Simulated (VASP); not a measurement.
# HfZr3S8 (C2/m) in VASP: a series of runs, part 2 of 2

VASP 6.6.1.

## (3) Single point, PBE

This run uses another cell than the first one, of 26.42 Å³/atom, 1.223 times its volume.

File INCAR:

```
SYSTEM = HfZr3S8
PREC     = Accurate       ! precision mode
ENCUT    = 520            ! plane-wave cutoff, eV
EDIFF    = 1E-6           ! SCF threshold, eV
ISMEAR   = 0              ! smearing method
SIGMA    = 0.02           ! smearing width, eV
LREAL    = .False.        ! projectors in reciprocal space
LASPH    = .True.         ! aspherical terms in the spheres
NELM     = 100            ! most SCF steps
ALGO     = Normal         ! electronic algorithm
ISIF     = 2              ! what is computed and relaxed
LWAVE    = .False.        ! write WAVECAR
LCHARG   = .False.        ! write CHGCAR
GGA      = PE             ! functional
NBANDS   = 59             ! bands
```

File KPOINTS:

```
Automatic mesh
0
Gamma
  4 4 4
  0 0 0
```

File POSCAR:

```
HfZr3S8
1.0
    6.7693397356     -3.6775713881      0.0004030644
    6.7693397356      3.6775713881      0.0004030644
    0.0002867230      0.0000000000      6.3674152285
Zr Hf S
3 1 8
Direct
    0.7503725577      0.2496274423      0.0000000000
    0.2496274423      0.7503725577      0.0000000000
    0.5000000000      0.5000000000      0.5000000000
    0.0000000000      0.0000000000      0.5000000000
    0.3929129323      0.3929129323      0.1663103035
    0.6448958081      0.1413299013      0.6655240798
    0.8930885297      0.8930885297      0.1693087428
    0.1413299013      0.6448958081      0.6655240798
    0.1069114703      0.1069114703      0.8306912572
    0.3551041919      0.8586700987      0.3344759202
    0.6070870677      0.6070870677      0.8336896965
    0.8586700987      0.3551041919      0.3344759202
```

Potentials or basis: VASP PAW PBE potentials, release 64 (Zr_sv, Hf_pv, S).

Run with:

```sh
$ cat potpaw_PBE.64/Zr_sv/POTCAR potpaw_PBE.64/Hf_pv/POTCAR potpaw_PBE.64/S/POTCAR > POTCAR
$ mpirun -np 1 vasp_std > vasp.out
```

OUTCAR:

```text
SYSTEM = HfZr3S8
   PREC = Accurate
   ENCUT = 520
   EDIFF = 1E-6
   ISMEAR = 0
   LREAL = .False.
   LASPH = .True.
   NELM = 100
   ISIF = 2
   GGA = PE

 ion  position               nearest neighbor table
   1  0.750  0.250  0.000-   5 2.57  11 2.57   9 2.57   7 2.57   6 2.58  12 2.58   2 3.67   4 3.68
                             4 3.68   3 3.68   3 3.68   2 3.68
   2  0.250  0.750  0.000-   5 2.57  11 2.57   9 2.57   7 2.57  10 2.58   8 2.58   1 3.67   4 3.68
                             4 3.68   3 3.68   3 3.68   1 3.68
   3  0.500  0.500  0.500-   5 2.57  11 2.57   8 2.58  10 2.58   6 2.58  12 2.58   4 3.68   4 3.68
                             1 3.68   2 3.68   1 3.68   2 3.68
   4  0.000  0.000  0.500-   7 2.56   9 2.56   8 2.56   6 2.56  10 2.56  12 2.56   1 3.68   2 3.68
                             1 3.68   2 3.68   3 3.68   3 3.68
   5  0.393  0.393  0.166-   1 2.57   2 2.57   3 2.57
   6  0.645  0.141  0.666-   4 2.56   1 2.58   3 2.58
   7  0.893  0.893  0.169-   4 2.56   2 2.57   1 2.57
   8  0.141  0.645  0.666-   4 2.56   2 2.58   3 2.58
   9  0.107  0.107  0.831-   4 2.56   2 2.57   1 2.57
  10  0.355  0.859  0.334-   4 2.56   2 2.58   3 2.58
  11  0.607  0.607  0.834-   1 2.57   2 2.57   3 2.57
  12  0.859  0.355  0.334-   4 2.56   1 2.58   3 2.58

[... 1702 lines left out ...]

  FORCE on cell =-STRESS in cart. coord.  units (eV):
  Direction    XX          YY          ZZ          XY          YZ          ZX
  --------------------------------------------------------------------------------------
  -------------------------------------------------------------------------------------
  Total       -0.2017931     -0.3171700     -0.3221398      0.0000000      0.0000000      0.0009796
  in kB       -1.0198033     -1.6028842     -1.6279998      0.0000000      0.0000000      0.0049508
  external PRESSURE =      -1.4168958 kB  Pullay stress =       0.0000000 kB

 VOLUME and BASIS-vectors are now :
 -----------------------------------------------------------------------------
  energy-cutoff  :      520.00
  volume of cell :      317.03
      direct lattice vectors                 reciprocal lattice vectors
     6.769339736 -3.677571388  0.000403064     0.073862448 -0.135959291 -0.000003326
     6.769339736  3.677571388  0.000403064     0.073862448  0.135959291 -0.000003326
     0.000286723  0.000000000  6.367415228    -0.000009351  0.000000000  0.157049598

 POSITION                                       TOTAL-FORCE (eV/Angst)
 -----------------------------------------------------------------------------------
      6.76934     -1.84153      0.00040        -0.000000      0.002621      0.000000
      6.76934      1.84153      0.00040        -0.000000     -0.002621     -0.000000
      6.76948      0.00000      3.18411        -0.000000     -0.000000      0.000000
      0.00014      0.00000      3.18371        -0.000000     -0.000000      0.000000
      5.31957      0.00000      1.05928        -0.006346     -0.000000      0.000415
      5.32242     -1.85190      4.23799         0.017411     -0.027226     -0.016226
     12.09129      0.00000      1.07878         0.017851     -0.000000      0.031732
      5.32242      1.85190      4.23799         0.017411      0.027226     -0.016226
      1.44768      0.00000      5.28944        -0.017851     -0.000000     -0.031732
      8.21655      1.85190      2.13024        -0.017411      0.027226      0.016226
      8.21940      0.00000      5.30894         0.006346     -0.000000     -0.000415
      8.21655     -1.85190      2.13024        -0.017411     -0.027226      0.016226
 -----------------------------------------------------------------------------------
    total drift:                                0.000000     -0.000000     -0.000000

  FREE ENERGIE OF THE ION-ELECTRON SYSTEM (eV)
  ---------------------------------------------------
  free  energy   TOTEN  =       -87.2533983328 eV

  energy  without entropy=      -87.2533983328  energy(sigma->0) =      -87.25339833
```

OSZICAR:

```text
N       E                     dE             d eps       ncg     rms          rms(c)
DAV:   1     0.777502793278E+03    0.77750E+03   -0.44753E+04  2864   0.143E+03
DAV:   2    -0.192886456180E+02   -0.79679E+03   -0.77041E+03  3544   0.362E+02
DAV:   3    -0.897820702172E+02   -0.70493E+02   -0.69663E+02  3920   0.920E+01
DAV:   4    -0.953961388920E+02   -0.56141E+01   -0.56048E+01  5136   0.222E+01
DAV:   5    -0.957213637885E+02   -0.32522E+00   -0.32520E+00  4080   0.376E+00    0.550E+01
DAV:   6    -0.874038865690E+02    0.83175E+01   -0.27498E+01  3157   0.168E+01    0.363E+01
DAV:   7    -0.872368242844E+02    0.16706E+00   -0.47473E+00  4552   0.664E+00    0.169E+01
DAV:   8    -0.872733348377E+02   -0.36511E-01   -0.48046E-01  3744   0.262E+00    0.205E+00
DAV:   9    -0.872537580292E+02    0.19577E-01   -0.12838E-01  3728   0.110E+00    0.145E+00
DAV:  10    -0.872533156963E+02    0.44233E-03   -0.21567E-02  3501   0.532E-01    0.419E-01
DAV:  11    -0.872532928760E+02    0.22820E-04   -0.10252E-03  4184   0.121E-01    0.121E-01
DAV:  12    -0.872533581684E+02   -0.65292E-04   -0.43982E-04  3196   0.770E-02    0.422E-02
DAV:  13    -0.872533882937E+02   -0.30125E-04   -0.41806E-05  3816   0.273E-02    0.144E-02
DAV:  14    -0.872533958201E+02   -0.75264E-05   -0.62164E-06  3143   0.103E-02    0.139E-02
DAV:  15    -0.872533981224E+02   -0.23024E-05   -0.37292E-06  2688   0.765E-03    0.296E-03
DAV:  16    -0.872533983328E+02   -0.21034E-06   -0.32699E-07  1705   0.253E-03
   1 F= -.87253398E+02 E0= -.87253398E+02  d E =-.891706E-50
```

Run time: 6.5 min. Hardware: 1 thread of Intel Xeon Platinum 8488C (Sapphire Rapids), shared host; peak memory 0.65 GiB.

Results:

- Free energy: -87.2534 eV
- Pressure: -0.1 GPa
- Largest force: 0.036 eV/Å
- Band gap on the k mesh: 1.13 eV, indirect (least direct gap 1.17 eV)

Forces on the atoms (eV/Å):
```
Zr   0.000  0.003  0.000
Zr   0.000 -0.003  0.000
Zr   0.000  0.000  0.000
Hf   0.000  0.000  0.000
S   -0.006  0.000  0.000
S    0.017 -0.027 -0.016
S    0.018  0.000  0.032
S    0.017  0.027 -0.016
S   -0.018  0.000 -0.032
S   -0.017  0.027  0.016
S    0.006  0.000  0.000
S   -0.017 -0.027  0.016
```

Levels at points of the mesh, in eV from the valence-band top:
```csv
k point,band 44,band 45,band 46,band 47,band 48,band 49,band 50,band 51
"(0.00, 0.00, 0.00)",-0.99,-0.41,0.00,0.00,1.25,1.76,1.77,2.26
"(0.50, 0.00, 0.00)",-1.05,-1.05,-0.36,-0.35,2.06,2.17,2.18,2.23
"(0.50, 0.50, 0.00)",-0.99,-0.94,-0.02,-0.02,1.15,1.75,1.77,2.24
"(0.00, 0.00, 0.50)",-0.86,-0.85,-0.35,-0.34,1.13,1.17,1.53,1.65
"(0.50, 0.00, 0.50)",-0.74,-0.72,-0.61,-0.59,1.76,1.87,1.87,2.04
"(0.50, 0.50, 0.50)",-0.86,-0.84,-0.56,-0.54,1.23,1.28,1.48,1.60
```

Caveat: spin-orbit coupling is left out, which moves the levels of the heavy elements. A k mesh can miss the band edges.

## (4) Single point, PBE

This run uses another cell than the first one, of 25.50 Å³/atom, 1.180 times its volume.

File INCAR:

```
SYSTEM = HfZr3S8
PREC = Accurate
ENCUT = 520
EDIFF = 1E-6
ISMEAR = 0
SIGMA = 0.1
LREAL = .FALSE.
LASPH = .TRUE.
NELM = 60
ALGO = Normal
ISIF = 2
LWAVE = .FALSE.
LCHARG = .FALSE.
GGA = PE
NBANDS = 59
```

File KPOINTS:

```
Automatic mesh
0
G
  4 4 4
  0 0 0
```

File POSCAR:

```
HfZr3S8
1.0
    6.5347191983     -3.6771246668     -0.0000503235
    6.5347191983      3.6771246668     -0.0000503235
   -0.0000532606      0.0000000000      6.3664202745
Zr Hf S
3 1 8
Direct
    0.7503227935      0.2496772065      0.0000000000
    0.2496772065      0.7503227935      0.0000000000
    0.5000000000      0.5000000000      0.5000000000
    0.0000000000      0.0000000000      0.5000000000
    0.3890564707      0.3890564707      0.1663054777
    0.6409952910      0.1375267442      0.6655087758
    0.8892334972      0.8892334972      0.1692005148
    0.1375267442      0.6409952910      0.6655087758
    0.1107665028      0.1107665028      0.8307994852
    0.3590047090      0.8624732558      0.3344912242
    0.6109435293      0.6109435293      0.8336945223
    0.8624732558      0.3590047090      0.3344912242
```

Run with:

```sh
$ cat potpaw_PBE.64/Zr_sv/POTCAR potpaw_PBE.64/Hf_pv/POTCAR potpaw_PBE.64/S/POTCAR > POTCAR
$ mpirun -np 1 vasp_std > vasp.out
```

Run time: 13 min. Hardware: 1 thread of AMD EPYC 7R43 (Zen 3), shared host; peak memory 0.7 GiB.

It converged, with:

| Quantity | Value |
| --- | --- |
| Free energy | -87.2491 eV |
| Pressure | -0.1 GPa |
| Largest force | 0.043 eV/Å |
| Band gap on the k mesh | 1.11 eV, indirect (least direct gap 1.17 eV) |

Forces on the atoms (eV/Å):
```
Zr   0.000 -0.002  0.000
Zr   0.000  0.002  0.000
Zr   0.000  0.000  0.000
Hf   0.000  0.000  0.000
S   -0.004  0.000  0.000
S    0.023 -0.031 -0.017
S    0.024  0.000  0.036
S    0.023  0.031 -0.017
S   -0.024  0.000 -0.036
S   -0.023  0.031  0.017
S    0.004  0.000  0.000
S   -0.023 -0.031  0.017
```

Stress tensor (GPa, compression positive):
```
-0.01  0.00  0.00
 0.00 -0.15  0.00
 0.00  0.00 -0.15
```

Levels at points of the mesh, in eV from the valence-band top:
```tsv
k point	band 45	band 46	band 47	band 48	band 49	band 50
(0.00, 0.00, 0.00)	-0.30	0.00	0.00	1.26	1.75	1.77
(0.50, 0.00, 0.00)	-1.05	-0.36	-0.35	2.05	2.16	2.18
(0.00, 0.50, 0.00)	-1.05	-0.36	-0.35	2.05	2.16	2.18
(0.50, 0.50, 0.00)	-0.93	-0.04	-0.04	1.13	1.75	1.76
(0.00, 0.00, 0.50)	-0.85	-0.34	-0.33	1.11	1.15	1.53
(0.50, 0.00, 0.50)	-0.75	-0.60	-0.57	1.75	1.86	1.88
(0.00, 0.50, 0.50)	-0.75	-0.60	-0.57	1.75	1.86	1.88
(0.50, 0.50, 0.50)	-0.85	-0.59	-0.56	1.23	1.28	1.47
```

Caveat: spin-orbit coupling is left out, which moves the levels of the heavy elements. A k mesh can miss the band edges.

## (5) Overview

| cell | smearing | gap on the mesh (eV) | pressure (GPa) | largest force (eV/Å) |
| --- | --- | --- | --- | --- |
| a = 6.858, b = 6.858, c = 6.194 Å, angles 90.0, 90.0, 62.9°, 12 atoms | gaussian 0.1 eV | 0.97 | 10.1 | 1.28 |
| a = 7.704, b = 7.704, c = 6.367 Å, angles 90.0, 90.0, 57.0°, 12 atoms | gaussian 0.02 eV | 1.13 | -0.1 | 0.04 |
| a = 7.498, b = 7.498, c = 6.366 Å, angles 90.0, 90.0, 58.7°, 12 atoms | gaussian 0.1 eV | 1.11 | -0.1 | 0.04 |

Alike in all rows: task single point; level PBE; potentials or basis VASP PAW PBE potentials, release 64 (Zr_sv, Hf_pv, S); no spin polarisation; k mesh 4 × 4 × 4; cutoff (eV) 520.

Caveats: spin-orbit coupling is left out, which moves the levels of the heavy elements; forces of over 1 eV/Å act on the atoms, so gaps and moduli don't describe the material at rest (some runs).

Absolute energies hang on the potentials; compare differences alone.
